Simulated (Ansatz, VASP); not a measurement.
# SiC in VASP and in Ansatz

The input INCAR:

```
SYSTEM = SiC
ALGO = Normal
EDIFF = 1E-6
ENCUT = 520
GGA = PS
ISIF = 2
ISMEAR = 0
LASPH = .TRUE.
LCHARG = .FALSE.
LREAL = .FALSE.
LWAVE = .FALSE.
NBANDS = 11
NELM = 60
PREC = Accurate
SIGMA = 0.05
```

KPOINTS

```
k-points
0
G
  10 10 10
  0 0 0
```

File POSCAR:

```
SiC
1.0
    0.0000000000      2.1783895848      2.1783895848
    2.1783895848      0.0000000000      2.1783895848
    2.1783895848      2.1783895848      0.0000000000
Si C
1 1
Direct
   -0.0023558652      0.0047117304      0.0023558652
    0.7555086565      0.7389826870      0.7444913435
```

Input for Ansatz:

```yaml
crystal:
  lattice:
    - [0.0, 2.1783895848, 2.1783895848]
    - [2.1783895848, 0.0, 2.1783895848]
    - [2.1783895848, 2.1783895848, 0.0]
  atoms:
    - { symbol: Si, position: [-0.0023558652, 0.0047117304, 0.0023558652] }
    - { symbol: C, position: [0.7555086565, 0.738982687, 0.7444913435] }
basis:
  ecutwfc: 520.0
kpoints:
  mp_grid: { grid: [10, 10, 10] }
hamiltonian:
  xc: pbesol
scf:
  occupations: { method: gaussian, width: 0.05 }
output:
  forces: true
  stress: true
  eigenvalues: true
```

Change from the starting cell: mode 4 frozen in at -0.036 Å and mode 5 at -0.012 Å (largest displacements).

Alike in both runs: task single point; functional PBEsol; k mesh 10 × 10 × 10; occupations gaussian, width 0.05 eV; no spin polarisation.

```csv
,VASP,Ansatz
version,VASP 6.6.1,Ansatz 0.2.0
potentials or method,"VASP PAW PBE potentials, release 64 (Si, C), cutoff 520 eV","scalar-relativistic, plane waves, PAW"
valence electrons in the cell,8,8
```

Ansatz gave:

| Property | Result |
| --- | --- |
| gap on the k mesh at the Fermi level (eV) | 0.99 |
| least direct gap on the mesh (eV) | 4.33 |
| pressure (GPa) | 0.4 |
| traceless stress, the component that is largest in VASP (GPa) | -3.40 |
| rms of the force components (eV/Å) | 0.599 |

**Question.** Estimate VASP's values.

**Answer.** gap on the k mesh at the Fermi level (eV): 0.98; least direct gap on the mesh (eV): 4.32; pressure (GPa): 0.7; traceless stress, the component that is largest in VASP (GPa): -3.44; rms of the force components (eV/Å): 0.601.

VASP's potentials were made for PBE, not for PBEsol. Atom by atom the forces differ by 0.002 eV/Å (rms over components). With one functional, cell and mesh, what is left measures potentials, basis and numerics.
